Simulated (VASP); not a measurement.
# B (P1) in VASP: notebook

The runs below take B through relaxation of cell and atoms, with PBEsol.

Everything below comes from runs of VASP 6.6.1. Logs are shortened: lines on timing, memory, paths and dates and some standing lists are left out, and cuts for length are marked.

## 1. The cell of the first run

The typed cell holds 8 atoms: a = 3.728 Å, b = 3.726 Å, c = 3.753 Å, α = 89.71°, β = 91.36°, γ = 91.02°.

## 2. Relaxation of cell and atoms, PBEsol

File INCAR:

```
SYSTEM = B
  PREC = Accurate
  ENCUT = 600
  EDIFF = 1E-6
  ISMEAR = 0
  SIGMA = 0.1
  LREAL = .False.
  LASPH = .True.
  NELM = 100
  ALGO = Normal
  ISIF = 3
  LWAVE = .False.
  LCHARG = .False.
  GGA = PS
  IBRION = 2
  NSW = 100
  EDIFFG = -0.015
```

File KPOINTS:

```
regular mesh
0
Gamma
  6 6 6
  0 0 0
```

File POSCAR:

```
B
1.0
    3.7279447253     -0.0330578580     -0.0443532545
   -0.0330578580      3.7253717278      0.0092276075
   -0.0443532545      0.0092276075      3.7528101908
B
8
Direct
    0.0629423167      0.0359093744     -0.0825375935
   -0.0118253833     -0.0220019777      0.4876413996
    0.9401482264      0.5096684278     -0.0086314707
    0.0332168240      0.5014664209      0.4574888038
    0.4676330512     -0.0163366366     -0.0047308546
    0.5377551384      0.0114017871      0.5372053468
    0.4251209752      0.4973006707      0.0612100399
    0.5450088513      0.4825919333      0.5523543287
```

Potentials or basis: VASP PAW PBE potentials, release 64 (B).

On the command line:

```console
cat potpaw_PBE.64/B/POTCAR > POTCAR
mpirun -np 1 vasp_std > vasp.out
```

OUTCAR:

```text
SYSTEM = B
   PREC = Accurate
   ENCUT = 600
   EDIFF = 1E-6
   ISMEAR = 0
   LREAL = .False.
   LASPH = .True.
   NELM = 100
   ISIF = 3
   GGA = PS
   IBRION = 2
   NSW = 100
   EDIFFG = -0.015

 ion  position               nearest neighbor table
   1  0.063  0.036  0.917-   5 1.55   2 1.65   3 1.86   3 2.02
   2  0.988  0.978  0.488-   1 1.65   6 1.70   4 1.79   4 1.96   6 2.05
   3  0.940  0.510  0.991-   4 1.78   7 1.82   1 1.86   7 1.94   1 2.02   4 2.04
   4  0.033  0.501  0.457-   3 1.78   2 1.79   8 1.86   8 1.94   2 1.96   3 2.04   7 2.11
   5  0.468  0.984  0.995-   1 1.55   6 1.75   7 1.83   7 1.94   6 2.05
   6  0.538  0.011  0.537-   2 1.70   5 1.75   8 1.76   8 1.97   5 2.05   2 2.05
   7  0.425  0.497  0.061-   3 1.82   5 1.83   8 1.89   5 1.94   3 1.94   8 1.97   4 2.11
   8  0.545  0.483  0.552-   6 1.76   4 1.86   7 1.89   4 1.94   6 1.97   7 1.97

  LATTYP: Found a triclinic cell.
 ALAT       =     3.7530836239
 B/A-ratio  =     1.3927351408
 C/A-ratio  =     1.7505541601
 COS(alpha) =     0.0002526609
 COS(beta)  =     0.5875741531
 COS(gamma) =     0.7010828553

  Lattice vectors:

 A1 = (  -0.0443532545,   0.0092276075,   3.7528101908)
 A2 = (   3.6835914708,  -0.0238302505,   3.7084569363)
 A3 = (  -3.8053558378,   3.7676571933,   3.8063910528)

Analysis of symmetry for initial positions (statically):
=====================================================================
 Subroutine PRICEL returns:
 Original cell was already a primitive cell.

 Routine SETGRP: Setting up the symmetry group for a
 triclinic supercell.

 Subroutine GETGRP returns: Found  1 space group operations
 (whereof  1 operations were pure point group operations)
 out of a pool of  2 trial point group operations.

The static configuration has the point symmetry C_1 .

Analysis of symmetry for dynamics (positions and initial velocities):
=====================================================================
 Subroutine PRICEL returns:
 Original cell was already a primitive cell.

 Routine SETGRP: Setting up the symmetry group for a
 triclinic supercell.

 Subroutine GETGRP returns: Found  1 space group operations
 (whereof  1 operations were pure point group operations)
 out of a pool of  2 trial point group operations.

The dynamic configuration has the point symmetry C_1 .

 Subroutine INISYM returns: Found  1 space group operations
 (whereof  1 operations are pure point group operations),
 and found     1 'primitive' translations

----------------------------------------------------------------------------------------

                                     Primitive cell

  volume of cell :      52.1072

  direct lattice vectors                    reciprocal lattice vectors
     3.727944725 -0.033057858 -0.044353255     0.268303021  0.002373002  0.003165152
    -0.033057858  3.725371728  0.009227608     0.002373002  0.268452211 -0.000632039
    -0.044353255  0.009227608  3.752810191     0.003165152 -0.000632039  0.266505943

  length of vectors
     3.728355121  3.725529826  3.753083624     0.268332183  0.268463443  0.266525487

  position of ions in fractional coordinates (direct lattice)
     0.062942317  0.035909374  0.917462407
     0.988174617  0.977998022  0.487641400
     0.940148226  0.509668428  0.991368529
     0.033216824  0.501466421  0.457488804
     0.467633051  0.983663363  0.995269145
     0.537755138  0.011401787  0.537205347
     0.425120975  0.497300671  0.061210040
     0.545008851  0.482591933  0.552354329

  ion indices of the primitive-cell ions
   primitive index   ion index
                 1           1
                 2           2
                 3           3
                 4           4
                 5           5
                 6           6
                 7           7
                 8           8

----------------------------------------------------------------------------------------

 KPOINTS: regular mesh

Automatic generation of k-mesh.
 Grid dimensions read from file:
 generate k-points for:    6    6    6

 Generating k-lattice:

[... 45 lines left out ...]
  Fermi-wavevector in a.u.,A,eV,Ry     =   1.264288  2.389157 21.747870  1.598423
  Thomas-Fermi vector in A             =   2.397601
   LORBIT       =      0    0 simple, 1 ext, 2 COOP (PROOUT), +10 PAW based schemes
   GGA     = PS    functional components
   LHFCALC =     F    Hartree Fock is set to
   AEXX    =    0.0000 exact exchange contribution
   IVDW    =     0    specifies the selected vdW correction
   LEPSILON=     F    determine dielectric tensor
   LRPA    =     F    only Hartree local field effects (RPA)
 conjugate gradient relaxation of ions
 non-spin polarized calculation
 Gauss-broadening in eV      SIGMA  =   0.10
  energy-cutoff  :      600.00
  volume of cell :       52.11
 maximum number of plane-waves:      1765
 NGX is ok and might be reduce to    30
   NGX = 15   NGY = 15   NGZ = 15

--------------------------------------- Ionic step        1  -------------------------------------------

 number of electron      24.0000000 magnetization

 Free energy of the ion-electron system (eV)
  ---------------------------------------------------
  ext. energy  EPLUGINS =         0.00000000
  ---------------------------------------------------
  free energy    TOTEN  =       -46.35586588 eV

  energy without entropy =      -46.34588144  energy(sigma->0) =      -46.35087366

------------------------ aborting loop because EDIFF is reached ----------------------------------------

  FORCE on cell =-STRESS in cart. coord.  units (eV):
  Direction    XX          YY          ZZ          XY          YZ          ZX
  --------------------------------------------------------------------------------------
  -------------------------------------------------------------------------------------
  Total        5.8440955      3.4780685      3.0561690     -1.6210909      0.4427982      2.1243016
  in kB      179.6924707    106.9425929     93.9701556    -49.8448090     13.6150234     65.3173800
  external PRESSURE =     126.8684064 kB  Pullay stress =       0.0000000 kB
[... 107 lines left out ...]
  FREE ENERGIE OF THE ION-ELECTRON SYSTEM (eV)
  ---------------------------------------------------
  free  energy   TOTEN  =       -47.1806989171 eV

  energy  without entropy=      -47.1689057252  energy(sigma->0) =      -47.17480232

[... ionic steps 4 to 66 ...]

--------------------------------------- Ionic step       67  -------------------------------------------

 number of electron      24.0000000 magnetization

------------------------ aborting loop because EDIFF is reached ----------------------------------------
[... 79 lines left out ...]
--------------------------------------- Ionic step       69  -------------------------------------------

 number of electron      24.0000000 magnetization

 Free energy of the ion-electron system (eV)
  ---------------------------------------------------
  ext. energy  EPLUGINS =         0.00000000
  ---------------------------------------------------
  free energy    TOTEN  =       -54.74098745 eV

  energy without entropy =      -54.73833111  energy(sigma->0) =      -54.73965928

 E-fermi :   8.7367     XC(G=0): -12.2919

 val. band max:        8.7264076700   @ k =   0.0000   0.5000   0.5000
 cond. band min:       8.7747782362   @ k =   0.0000   0.5000   0.5000
 fundamental gap:      0.0483705663
 Fermi energy:         8.7367168068

 k-point     1 :       0.0000    0.0000    0.0000
  band No.  band energies     occupation
      1      -9.2016      2.00000
      2      -5.4522      2.00000
      3      -4.2227      2.00000
      4      -0.2010      2.00000
      5       1.1468      2.00000
      6       2.8058      2.00000
[... 457 lines left out ...]
      4      -2.2774      2.00000
      5      -1.9028      2.00000
      6      -0.7724      2.00000
[... 9 lines left out ...]
     16      12.9654      0.00000
     17      13.0917      0.00000

 [... further k-points ...]

------------------------ aborting loop because EDIFF is reached ----------------------------------------

  FORCE on cell =-STRESS in cart. coord.  units (eV):
  Direction    XX          YY          ZZ          XY          YZ          ZX
  --------------------------------------------------------------------------------------
  -------------------------------------------------------------------------------------
  Total        0.0013925      0.0047999      0.0003665      0.0002368      0.0134481     -0.0123283
  in kB        0.0427650      0.1474049      0.0112563      0.0072734      0.4129927     -0.3786031
  external PRESSURE =       0.0671421 kB  Pullay stress =       0.0000000 kB
[... 23 lines left out ...]
  FREE ENERGIE OF THE ION-ELECTRON SYSTEM (eV)
  ---------------------------------------------------
  free  energy   TOTEN  =       -54.7409874546 eV

  energy  without entropy=      -54.7383311104  energy(sigma->0) =      -54.73965928

 reached required accuracy - stopping structural energy minimisation
```

It took 30 min on 1 thread of Intel Xeon 6975P-C (Granite Rapids), shared host; peak memory 0.24 GiB.

Results:

```
Free energy                           : -54.7410 eV
Relaxed volume                        : 6.52 Å³/atom
Relaxed cell                          : a = 3.245 Å, b = 5.149 Å, c = 3.139 Å, α = 95.18°, β = 92.45°, γ = 88.38°
Space group after relaxing (to 0.1 Å) : C2/m (No. 12)
Energy gained by relaxing             : 1048.1 meV/atom
Ionic steps                           : 69
Pressure after relaxing               : 0.0 GPa
Largest force after relaxing          : 0.015 eV/Å
Band gap on the k mesh                : zero (bands 12 and 13 overlap by 1.50 eV)
```

Forces in eV/Å, atoms in the order of the input:
```
B   -0.008 -0.003  0.000
B    0.014 -0.001 -0.003
B   -0.002 -0.002 -0.001
B    0.003 -0.002 -0.001
B   -0.004  0.010  0.001
B    0.001 -0.005  0.002
B   -0.001  0.003  0.008
B   -0.003  0.001 -0.005
```

Step by step:
| step | energy change (eV) | largest force (eV/Å) | pressure (GPa) | volume (Å³) |
| --- | --- | --- | --- | --- |
| 1 | 0.0000 | 4.2561 | 12.69 | 52.11 |
| 3 | -0.8248 | 1.1177 | -11.05 | 55.22 |
| 5 | -1.2288 | 0.8514 | 5.82 | 50.81 |
| 7 | -1.5233 | 1.7893 | 2.09 | 51.47 |
| 9 | -2.1457 | 1.7325 | -3.40 | 52.48 |
| 11 | -0.9171 | 12.0489 | 24.23 | 55.12 |
| 13 | -2.6424 | 5.4428 | 5.64 | 54.35 |
| 15 | -2.7432 | 4.7825 | 4.05 | 54.43 |
| 17 | -2.8033 | 4.5175 | 7.91 | 56.29 |
| 19 | -3.0788 | 3.6965 | 5.00 | 55.70 |
| 21 | -3.5235 | 3.0024 | 0.04 | 57.25 |
| 23 | -3.6533 | 1.7506 | 0.17 | 57.04 |
| 25 | -3.9684 | 2.5394 | 0.98 | 57.97 |
| 27 | -4.1106 | 1.5790 | -0.91 | 58.00 |
| 29 | -4.3975 | 1.7360 | -4.58 | 58.47 |
| 31 | -4.5838 | 1.1884 | -5.57 | 58.18 |
| 33 | -4.8785 | 1.5329 | 4.85 | 55.62 |
| 35 | -5.0905 | 1.2402 | 4.45 | 55.30 |
| 37 | -5.4258 | 1.3223 | -6.37 | 57.42 |
| 39 | -5.9361 | 1.2875 | -6.03 | 57.56 |
| 41 | -5.9104 | 5.0293 | -2.35 | 56.64 |
| 43 | -6.9213 | 2.5804 | -5.89 | 57.17 |
| 45 | -7.1149 | 2.4907 | -6.87 | 56.73 |
| 47 | -7.7153 | 1.5242 | -0.66 | 54.43 |
| 49 | -7.8928 | 1.1268 | 1.17 | 53.62 |
| 51 | -8.0408 | 0.6774 | -0.63 | 53.44 |
| 53 | -8.2135 | 0.9191 | -2.94 | 53.11 |
| 55 | -8.3384 | 0.4964 | 1.24 | 51.96 |
| 57 | -8.3671 | 0.1933 | 0.32 | 52.12 |
| 59 | -8.3769 | 0.1332 | -0.09 | 52.20 |
| 61 | -8.3813 | 0.1043 | 0.23 | 52.14 |
| 63 | -8.3842 | 0.0700 | -0.30 | 52.23 |
| 65 | -8.3848 | 0.0442 | 0.15 | 52.14 |
| 67 | -8.3851 | 0.0251 | 0.00 | 52.17 |
| 69 | -8.3851 | 0.0148 | 0.01 | 52.17 |

Final structure:
```
B
1.0
     3.24494   -0.05345   -0.00675
     0.22965    5.14254   -0.10767
    -0.13092   -0.21239    3.12885
B
8
Direct
  0.19327 0.04930 0.10360
  0.80661 0.95077 0.39649
  0.80717 0.45074 0.89674
  0.19289 0.54930 0.60328
  0.66998 0.11482 0.90395
  0.33000 0.88512 0.59603
  0.33028 0.38502 0.09583
  0.66981 0.61493 0.40409
```

Levels at points of the mesh, in eV from the Fermi level:
```tsv
k point	band 9	band 10	band 11	band 12	band 13	band 14	band 15	band 16
(0.00, 0.00, 0.00)	-4.18	-3.99	-3.97	-3.70	0.04	0.49	1.68	3.61
(0.50, 0.00, 0.00)	-5.01	-2.86	-2.52	0.39	1.30	1.98	2.27	3.32
(0.00, 0.50, 0.00)	-4.98	-4.96	-3.55	-3.54	0.85	0.85	3.12	3.12
(0.50, 0.50, 0.00)	-4.47	-4.47	-3.47	-3.47	2.20	2.20	2.73	2.74
(0.00, 0.00, 0.50)	-4.82	-4.81	-1.18	-1.18	0.52	0.54	2.29	2.29
(0.50, 0.00, 0.50)	-6.72	-6.71	-5.56	-5.56	5.53	5.54	6.14	6.16
(0.00, 0.50, 0.50)	-5.70	-5.12	-4.00	-0.95	-0.01	0.04	1.61	1.71
(0.50, 0.50, 0.50)	-5.57	-4.95	-4.14	-2.33	1.33	2.20	2.34	3.05
```

Caveat: a cell axis changed by over 15 % at a fixed basis, so the end point is rough; the PAW data sets were made with another functional, which shifts forces and pressure a little.

## 3. Relaxation of cell and atoms, PBEsol

This run uses another cell than the first one, of 6.58 Å³/atom.

File INCAR:

```
PREC     = Accurate       # precision mode
ENCUT    = 600            # plane-wave cutoff, eV
EDIFF    = 1E-6           # SCF threshold, eV
ISMEAR   = 0              # smearing method
SIGMA    = 0.1            # smearing width, eV
LREAL    = False          # projectors in reciprocal space
LASPH    = True           # aspherical terms in the spheres
NELM     = 60             # most SCF steps
ALGO     = Normal         # electronic algorithm
ISIF     = 3              # what is computed and relaxed
LWAVE    = False          # write WAVECAR
LCHARG   = False          # write CHGCAR
GGA      = PS             # functional
IBRION   = 2              # ionic algorithm
NSW      = 100            # ionic steps
EDIFFG   = -0.015         # ionic threshold
```

File KPOINTS:

```
regular mesh
0
Gamma
  6 6 6
```

File POSCAR:

```
B
1.0
    2.4066953382      1.2851501456      2.6660821996
   -2.4373810874      1.3097957842      2.6810242705
    0.0060008745     -2.7303473675      2.7445328717
B
8
Direct
    0.3075106619      0.2552004220      0.1959269458
    0.2703956869      0.2603714085      0.7725592855
    0.2302553258      0.7738545859      0.2112753684
    0.1851587792      0.7381443518      0.7877959423
    0.7898313649      0.1747931662      0.2355383612
    0.7343607574      0.3036876961      0.7594839455
    0.7504728454      0.7490272179      0.2422321036
    0.7320145785      0.7449211516      0.7951880477
```

Potentials or basis: VASP PAW PBE potentials, release 64 (B).

On the command line:

```console
cat potpaw_PBE.64/B/POTCAR > POTCAR
mpirun -np 1 vasp_std > vasp.out
```

Wall time 49 min (1 thread of Intel Xeon Platinum 8375C at 2.90GHz (Ice Lake), shared host); peak memory 0.25 GiB.

Results (log left out):

```
Free energy                           : -53.3886 eV
Relaxed volume                        : 6.64 Å³/atom
Relaxed cell                          : a = 3.085 Å, b = 3.693 Å, c = 4.954 Å, α = 83.95°, β = 86.21°, γ = 71.13°
Space group after relaxing (to 0.1 Å) : C2/m (No. 12)
Energy gained by relaxing             : 755.7 meV/atom
Ionic steps                           : 66
Pressure after relaxing               : 0.0 GPa
Largest force after relaxing          : 0.010 eV/Å
Band gap on the k mesh                : zero (bands 12 and 13 overlap by 1.87 eV)
```

Forces in eV/Å, atoms in the order of the input:
```
B   -0.006  0.001 -0.004
B    0.005  0.001  0.007
B   -0.005  0.000  0.000
B    0.006 -0.006 -0.005
B   -0.006 -0.006 -0.004
B    0.008  0.003  0.002
B   -0.001  0.000  0.003
B   -0.002  0.007  0.000
```

Stress tensor (GPa, compression positive):
```
-0.05 -0.02 -0.02
-0.02  0.06 -0.03
-0.02 -0.03 -0.03
```

The path:
```csv
step,energy change (eV),largest force (eV/Å),pressure (GPa),volume (Å³)
1,0.0000,3.1431,0.18,52.61
3,-1.0051,0.8485,-11.08,52.65
5,-1.1549,0.9120,0.28,50.31
7,-1.2861,0.7624,1.92,49.74
9,-1.5227,1.0598,-5.26,50.49
11,-1.6160,0.8857,-3.55,50.10
13,-1.8203,0.8468,1.28,49.27
15,-1.8925,0.6039,3.93,49.13
17,-2.0069,0.8718,-2.83,51.30
19,-2.0787,0.5191,-0.59,50.99
21,-2.1760,0.4504,1.32,51.44
23,-1.7251,7.5678,14.69,54.29
25,-2.2918,1.7525,4.46,52.73
27,-2.4449,2.4358,5.03,53.58
29,-2.6655,3.7814,5.92,55.08
31,-3.1486,2.5631,-0.60,58.50
33,-3.3083,2.0186,-0.34,58.17
35,-3.6216,2.2749,-1.67,58.12
37,-4.3096,1.7378,-5.00,57.63
39,-4.9331,1.9471,-7.34,55.92
41,-5.1172,1.8549,-5.36,54.90
43,-5.7728,1.3180,-0.12,53.23
45,-5.8162,1.4101,2.40,52.73
47,-5.9711,0.5690,-0.57,53.07
49,-6.0168,0.3004,0.12,52.97
51,-6.0313,0.1800,-0.18,52.98
53,-6.0374,0.1374,0.53,52.93
55,-6.0413,0.1162,-0.53,53.18
57,-6.0435,0.0881,-0.26,53.15
59,-6.0444,0.0290,0.13,53.07
61,-6.0448,0.0328,-0.13,53.11
63,-6.0450,0.0358,0.02,53.08
65,-6.0453,0.0238,0.08,53.06
66,-6.0454,0.0102,-0.01,53.08
```

Final structure:
```cif
data_structure
_symmetry_space_group_name_H-M 'P 1'
_symmetry_Int_Tables_number 1
_cell_length_a 3.0852
_cell_length_b 3.6931
_cell_length_c 4.9542
_cell_angle_alpha 83.954
_cell_angle_beta 86.207
_cell_angle_gamma 71.128
_cell_volume 53.08
loop_
_atom_site_label
_atom_site_type_symbol
_atom_site_fract_x
_atom_site_fract_y
_atom_site_fract_z
_atom_site_occupancy
B1 B 0.24410 0.33767 0.16532 1
B2 B 0.25583 0.16236 0.83465 1
B3 B 0.24394 0.83770 0.16529 1
B4 B 0.25616 0.66243 0.83469 1
B5 B 0.75719 0.16227 0.33462 1
B6 B 0.74278 0.33773 0.66535 1
B7 B 0.75693 0.66227 0.33462 1
B8 B 0.74306 0.83758 0.66546 1
```

Levels at points of the mesh, in eV from the Fermi level:
| k point | band 10 | band 11 | band 12 | band 13 | band 14 | band 15 |
| --- | --- | --- | --- | --- | --- | --- |
| (0.00, 0.00, 0.00) | -2.14 | -0.82 | -0.48 | 1.09 | 1.72 | 2.40 |
| (0.50, 0.00, 0.00) | -5.21 | -1.14 | -1.13 | 1.31 | 1.32 | 5.38 |
| (0.00, 0.50, 0.00) | -1.81 | -0.46 | -0.46 | 2.39 | 2.39 | 4.63 |
| (0.50, 0.50, 0.00) | -5.61 | -3.60 | -3.59 | 3.08 | 3.08 | 4.73 |
| (0.00, 0.00, 0.50) | -4.17 | -0.90 | -0.89 | 2.53 | 2.54 | 3.36 |
| (0.50, 0.00, 0.50) | -3.96 | -2.25 | -1.00 | 1.69 | 2.59 | 3.32 |
| (0.00, 0.50, 0.50) | -3.46 | -2.03 | -2.03 | 3.45 | 3.45 | 4.37 |
| (0.50, 0.50, 0.50) | -3.41 | -2.18 | -2.18 | 1.59 | 1.59 | 4.11 |

Caveat: a cell axis changed by over 15 % at a fixed basis, so the end point is rough; the PAW data sets were made with another functional, which shifts forces and pressure a little.
